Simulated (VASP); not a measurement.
Ag: single point with r2SCAN

Crystal: Ag.

```
Ag
1.0
     2.93375    0.00000    0.00000
    -1.46688    2.54070    0.00000
     0.00000    0.00000   21.10405
Ag
9
Direct
  0.00000 0.00000 0.00000
  0.00000 0.00000 0.77767
  0.33333 0.66667 0.88899
  0.66667 0.33333 0.33333
  0.66667 0.33333 0.11101
  0.00000 0.00000 0.22233
  0.33333 0.66667 0.66667
  0.33333 0.66667 0.44434
  0.66667 0.33333 0.55566
```

This cell differs from its parent crystal: biaxial strain in the a-b plane: +1.0 %, then relaxed in part.

* Program: VASP 6.6.1
* Task: single point
* Functional: r2SCAN
* Potentials or basis: VASP PAW PBE potentials, release 64 (Ag)
* Cutoff: 520 eV
* k mesh: 12 × 12 × 2
* Occupations: gaussian, width 0.1 eV
* Spin: no spin polarisation

```
Pressure               : -0.6 GPa
Band gap on the k mesh : zero (an odd number of electrons rules out a gap without spin polarisation)
```

Stress tensor (GPa, compression positive):
```
-0.96  0.00  0.00
 0.00 -0.96  0.00
 0.00  0.00  0.23
```

Levels at points of the mesh, in eV from the Fermi level:
```
           k point  band 47  band 48  band 49  band 50  band 51  band 52  band 53  band 54
(0.00, 0.00, 0.00)    -3.32    -3.32    -3.32    -3.32    -3.22    -3.22    -0.73    -0.73
(0.50, 0.00, 0.00)     0.03     0.35     0.55     1.07     1.07     1.44     1.44     1.53
(0.00, 0.00, 0.50)    -3.39    -3.39    -3.39    -3.29    -3.29    -1.98    -1.98    -0.07
(0.50, 0.00, 0.50)     0.19     0.19     0.78     0.78     1.27     1.33     1.51     1.51
```

Run time: 16 min on 1 thread of AMD EPYC 7R13 Processor (Zen 3), on a shared host, peak memory 0.44 GiB.

Caveat: the cell differs from its parent crystal (biaxial strain in the a-b plane: +1.0 %, then relaxed in part); the PAW data sets were made with another functional, which shifts forces and pressure a little.
